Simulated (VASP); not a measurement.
# BN (P3m1) in VASP: a series of runs, part 2 of 2

VASP 6.6.1. Earlier steps stand in the parts before.

## 4. Single point, PBE (mode 8 (949.4 1/cm) frozen in, largest displacement -0.150 Å)

Input file INCAR:

```
PREC = Accurate
ENCUT = 520
EDIFF = 1E-7
ISMEAR = 0
SIGMA = 0.05
LREAL = False
LASPH = True
NELM = 60
ALGO = Normal
ISIF = 2
LWAVE = False
LCHARG = False
GGA = PE
NBANDS = 16
```

Input file KPOINTS:

```
Automatic mesh
0
Gamma
  12 12 6
```

Input file POSCAR:

```
BN
1.0
    2.5545800960      0.0000000000      0.0000000000
   -1.2772900480      2.2123312591      0.0000000000
    0.0000000000      0.0000000000      4.2245145352
B N
2 2
Direct
    0.6666666667      0.3333333333      1.0231629315
    0.3333333333      0.6666666667      0.4764487779
    0.6666666667      0.3333333333      0.5896871069
    0.3333333333      0.6666666667      0.1607011837
```

Potentials or basis: VASP PAW PBE potentials, release 64 (B, N).

Started as:

```
cat potpaw_PBE.64/B/POTCAR potpaw_PBE.64/N/POTCAR > POTCAR
mpirun -np 1 vasp_std > vasp.out
```

OUTCAR:

```text
PREC = Accurate
   ENCUT = 520
   EDIFF = 1E-7
   ISMEAR = 0
   LREAL = False
   LASPH = True
   NELM = 60
   ISIF = 2
   GGA = PE

 ion  position               nearest neighbor table
   1  0.667  0.333  0.023-   4 1.59   4 1.59   4 1.59   3 1.83
   2  0.333  0.667  0.476-   4 1.33   3 1.55   3 1.55   3 1.55
   3  0.667  0.333  0.590-   2 1.55   2 1.55   2 1.55   1 1.83
   4  0.333  0.667  0.161-   2 1.33   1 1.59   1 1.59   1 1.59

  LATTYP: Found a hexagonal cell.
 ALAT       =     2.5545800960
 C/A-ratio  =     1.6537021258

  Lattice vectors:

 A1 = (   2.5545800960,   0.0000000000,   0.0000000000)
 A2 = (  -1.2772900480,   2.2123312591,   0.0000000000)
 A3 = (   0.0000000000,   0.0000000000,   4.2245145352)

Analysis of symmetry for initial positions (statically):
=====================================================================
 Subroutine PRICEL returns:
 Original cell was already a primitive cell.

 Routine SETGRP: Setting up the symmetry group for a
 hexagonal supercell.

 Subroutine GETGRP returns: Found  6 space group operations
 (whereof  6 operations were pure point group operations)
 out of a pool of 24 trial point group operations.

The static configuration has the point symmetry C_3v.

Analysis of symmetry for dynamics (positions and initial velocities):
=====================================================================
 Subroutine PRICEL returns:
 Original cell was already a primitive cell.

 Routine SETGRP: Setting up the symmetry group for a
 hexagonal supercell.

 Subroutine GETGRP returns: Found  6 space group operations
 (whereof  6 operations were pure point group operations)
 out of a pool of 24 trial point group operations.

The dynamic configuration has the point symmetry C_3v.

 Subroutine INISYM returns: Found  6 space group operations
 (whereof  6 operations are pure point group operations),
 and found     1 'primitive' translations

----------------------------------------------------------------------------------------

                                     Primitive cell

  volume of cell :      23.8752

  direct lattice vectors                    reciprocal lattice vectors
     2.554580096  0.000000000  0.000000000     0.391453766  0.226005937  0.000000000
    -1.277290048  2.212331259  0.000000000     0.000000000  0.452011875  0.000000000
     0.000000000  0.000000000  4.224514535     0.000000000  0.000000000  0.236713590

  length of vectors
     2.554580096  2.554580096  4.224514535     0.452011875  0.452011875  0.236713590

  position of ions in fractional coordinates (direct lattice)
     0.666666667  0.333333333  0.023162931
     0.333333333  0.666666667  0.476448778
     0.666666667  0.333333333  0.589687107
     0.333333333  0.666666667  0.160701184

  ion indices of the primitive-cell ions
   primitive index   ion index
                 1           1
                 2           2
                 3           3
                 4           4

----------------------------------------------------------------------------------------

 KPOINTS: Automatic mesh

Automatic generation of k-mesh.
 Grid dimensions read from file:
 generate k-points for:   12   12    6

 Generating k-lattice:

  Cartesian coordinates                     Fractional coordinates (reciprocal lattice)
     0.032621147  0.018833828  0.000000000     0.083333333  0.000000000  0.000000000
     0.000000000  0.037667656  0.000000000     0.000000000  0.083333333  0.000000000
     0.000000000  0.000000000  0.039452265     0.000000000  0.000000000  0.166666667

  Length of vectors
     0.037667656  0.037667656  0.039452265

  Shift w.r.t. Gamma in fractional coordinates (k-lattice)
     0.000000000  0.000000000  0.000000000

 Subroutine IBZKPT returns following result:
 ===========================================

 Found    100 irreducible k-points:

 Following reciprocal coordinates:
            Coordinates               Weight
  0.000000  0.000000  0.000000      1.000000
  0.083333 -0.000000  0.000000      6.000000
  0.166667  0.000000  0.000000      6.000000
  0.250000  0.000000  0.000000      6.000000
  0.333333 -0.000000  0.000000      6.000000
  0.416667 -0.000000  0.000000      6.000000
[... 16 lines left out ...]
  0.166667  0.000000  0.166667      6.000000
  0.000000  0.166667  0.166667      6.000000
 [... further k-points ...]
   k-points           NKPTS =    100   k-points in BZ     NKDIM =    100   number of bands    NBANDS=     16
   number of dos      NEDOS =    301   number of ions     NIONS =      4
   total plane-waves  NPLWV =  12800
   dimension x,y,z NGX =    20 NGY =   20 NGZ =   32
   dimension x,y,z NGXF=    40 NGYF=   40 NGZF=   64
   ions per type =               2   2
   NGX,Y,Z   is equivalent  to a cutoff of  13.02, 13.02, 12.59 a.u.
   NGXF,Y,Z  is equivalent  to a cutoff of  26.03, 26.03, 25.19 a.u.
 SYSTEM =  unknown system
   PREC   = accura    normal or accurate (medium, high low for compatibility)
   ISTART =      0    job   : 0-new  1-cont  2-samecut
   ICHARG =      2    charge: 1-file 2-atom 10-const
   ISPIN  =      1    spin polarized calculation?
   LNONCOLLINEAR =      F non collinear calculations
   LSORBIT =      F    spin-orbit coupling
   LASPH  =      T    aspherical Exc in radial PAW
   ENCUT  =  520.0 eV  38.22 Ry    6.18 a.u.   4.75  4.75  7.85*2*pi/ulx,y,z
   NELM   =     60;   NELMIN=  2; NELMDL= -5     # of ELM steps
   EDIFF  = 0.1E-06   stopping-criterion for ELM
   LREAL  =      F    real-space projection
   EDIFFG = 0.1E-05   stopping-criterion for IOM
   NSW    =      0    number of steps for IOM
   IBRION =     -1    ionic relax: 0-MD 1-quasi-New 2-CG
   NFREE  =      0    steps in history (QN), initial steepest desc. (CG)
   ISIF   =      2    stress and relaxation
   ISYM   =      2    0-nonsym 1-usesym 2-fastsym
   POTIM  = 0.5000    time-step for ionic-motion
   TEBEG  =    0.0;   TEEND  =   0.0 temperature during run
   PSTRESS=    0.0 pullay stress
   NELECT =      16.0000    total number of electrons
   NUPDOWN=      -1.0000    fix difference up-down
   EMIN   =  10.00;   EMAX   =-10.00  energy-range for DOS
   EFERMI =   0.00;   METHOD = LEGACY
   ISMEAR =     0;   SIGMA  =   0.05  broadening in eV -4-tet -1-fermi 0-gaus
   EFERMI_NEDOS =   21; number of points for ismear=-14 and -15
   IALGO  =     38    algorithm
   IMIX   =      4    mixing-type and parameters
     AMIX     =   0.40;   BMIX     =  1.00
     AMIX_MAG =   1.60;   BMIX_MAG =  1.00
  volume/ion in A,a.u.               =       5.97        40.28
  Fermi-wavevector in a.u.,A,eV,Ry     =   1.432625  2.707270 27.924811  2.052416
  Thomas-Fermi vector in A             =   2.552232
   LORBIT       =      0    0 simple, 1 ext, 2 COOP (PROOUT), +10 PAW based schemes
   GGA     = PE    functional components
   LHFCALC =     F    Hartree Fock is set to
   AEXX    =    0.0000 exact exchange contribution
   IVDW    =     0    specifies the selected vdW correction
   LEPSILON=     F    determine dielectric tensor
   LRPA    =     F    only Hartree local field effects (RPA)
 non-spin polarized calculation
 Gauss-broadening in eV      SIGMA  =   0.05
  energy-cutoff  :      520.00
  volume of cell :       23.88
 maximum number of plane-waves:       660
 NGX is ok and might be reduce to    20
   NGX =  9   NGY =  9   NGZ = 15

 number of electron      16.0000002 magnetization

 Free energy of the ion-electron system (eV)
  ---------------------------------------------------
  ext. energy  EPLUGINS =         0.00000000
  ---------------------------------------------------
  free energy    TOTEN  =       -33.27645405 eV

  energy without entropy =      -33.27645405  energy(sigma->0) =      -33.27645405

 E-fermi :   7.9106     XC(G=0): -12.7206

 val. band max:        7.5983787307   @ k =   0.0000   0.0000   0.0000
 cond. band min:      12.5048957855   @ k =   0.3333   0.3333   0.0000
 fundamental gap:      4.9065170549
 Fermi energy:         7.9106202734

 k-point     1 :       0.0000    0.0000    0.0000
  band No.  band energies     occupation
      1     -13.4806      2.00000
      2      -8.5310      2.00000
      3      -3.4505      2.00000
      4       4.7492      2.00000
      5       4.7492      2.00000
      6       6.8707      2.00000
[... 433 lines left out ...]
      3      -2.1888      2.00000
      4       2.4297      2.00000
      5       3.9319      2.00000
      6       5.3621      2.00000
[... 8 lines left out ...]
     15      20.9132      0.00000
     16      24.0893      0.00000

 [... further k-points ...]

------------------------ aborting loop because EDIFF is reached ----------------------------------------

  FORCE on cell =-STRESS in cart. coord.  units (eV):
  Direction    XX          YY          ZZ          XY          YZ          ZX
  --------------------------------------------------------------------------------------
  -------------------------------------------------------------------------------------
  Total        0.4540761      0.4540761      8.8623026     -0.0000000     -0.0000000     -0.0000000
  in kB       30.4714233     30.4714233    594.7174332     -0.0000000     -0.0000000     -0.0000000
  external PRESSURE =     218.5534266 kB  Pullay stress =       0.0000000 kB

 VOLUME and BASIS-vectors are now :
 -----------------------------------------------------------------------------
  energy-cutoff  :      520.00
  volume of cell :       23.88
      direct lattice vectors                 reciprocal lattice vectors
     2.554580096  0.000000000  0.000000000     0.391453766  0.226005937  0.000000000
    -1.277290048  2.212331259  0.000000000     0.000000000  0.452011875  0.000000000
     0.000000000  0.000000000  4.224514535     0.000000000  0.000000000  0.236713590

 POSITION                                       TOTAL-FORCE (eV/Angst)
 -----------------------------------------------------------------------------------
      1.27729      0.73744      0.09785         0.000000     -0.000000     -1.894901
     -0.00000      1.47489      2.01276         0.000000     -0.000000      7.682005
      1.27729      0.73744      2.49114         0.000000     -0.000000      5.402639
     -0.00000      1.47489      0.67888        -0.000000      0.000000    -11.189743
 -----------------------------------------------------------------------------------
    total drift:                               -0.000000      0.000000      0.000187

  FREE ENERGIE OF THE ION-ELECTRON SYSTEM (eV)
  ---------------------------------------------------
  free  energy   TOTEN  =       -33.2764540452 eV

  energy  without entropy=      -33.2764540452  energy(sigma->0) =      -33.27645405
```

stdout:

```text
POSCAR found type information on POSCAR B N
 POSCAR found :  2 types and       4 ions
 scaLAPACK will be used
 LDA part: xc-table for (Slater+PW92), standard interpolation
 POSCAR, INCAR and KPOINTS ok, starting setup
 FFT: planning ... GRIDC
 FFT: planning ... GRID_SOFT
 FFT: planning ... GRID
 WAVECAR not read
 entering main loop
```

Run time: 58 s. Hardware: 1 thread of AMD EPYC 7R13, shared host; peak memory 0.15 GiB.

What came out:

* Free energy: -33.2765 eV
* Pressure: 21.9 GPa
* Largest force: 11.190 eV/Å
* Band gap on the k mesh: 4.91 eV, indirect (least direct gap 6.95 eV)

Forces in eV/Å, atoms in the order of the input:
```
B     0.000   0.000  -1.895
B     0.000   0.000   7.682
N     0.000   0.000   5.403
N     0.000   0.000 -11.190
```

Levels at points of the mesh, in eV from the valence-band top:
```
           k point  band 4  band 5  band 6  band 7  band 8  band 9  band 10  band 11  band 12  band 13
(0.00, 0.00, 0.00)   -2.85   -2.85   -0.73    0.00    0.00    6.95     7.83     7.83     8.99    10.70
(0.50, 0.00, 0.00)   -8.07   -7.07   -5.61   -4.16   -2.06    6.22     7.35     9.64    10.09    11.55
(0.00, 0.00, 0.50)   -4.49   -2.52   -2.52   -0.54   -0.54    6.81     8.54     8.54    10.21    10.67
(0.50, 0.00, 0.50)   -9.60   -5.12   -5.00   -2.97   -2.28    5.05     6.48     8.96    10.40    12.32
```

Caveat: the cell differs from its parent crystal (mode 8 (949.4 1/cm) frozen in, largest displacement -0.150 Å); forces of over 1 eV/Å act on the atoms, so gaps and moduli don't describe the material at rest. A k mesh can miss the band edges.
